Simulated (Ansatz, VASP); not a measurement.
# Two plane-wave programs on TiAl

```
Ti Al
1.0
     3.27366    0.00000    0.00000
     0.00000    3.27366    0.00000
     0.00000    0.00000    3.27366
Ti Al
1 1
Direct
  0.50000 0.50000 0.50000
  0.00000 0.00000 0.00000
```

Alike in both runs: task single point; functional r2SCAN; k mesh 14 × 14 × 14; occupations gaussian, width 0.1 eV; no spin polarisation.

|  | VASP | Ansatz |
| --- | --- | --- |
| version | VASP 6.6.1 | Ansatz 0.2.0 |
| potentials or method | VASP PAW PBE potentials, release 64 (Ti_sv, Al), cutoff 520 eV | scalar-relativistic, plane waves, PAW |
| valence electrons in the cell | 15 | 15 |

Ansatz gave:

```
gap on the k mesh at the Fermi level (eV) : none
pressure (GPa)                            : -9.5
```

**Question.** Which values does VASP return?

**Answer.** gap on the k mesh at the Fermi level (eV): none; pressure (GPa): -9.4.

VASP's potentials were made for PBE, not for r2SCAN. A gap of «none» marks a metal or a gap that the smearing closes. With one functional, cell and mesh, what is left measures potentials, basis and numerics.
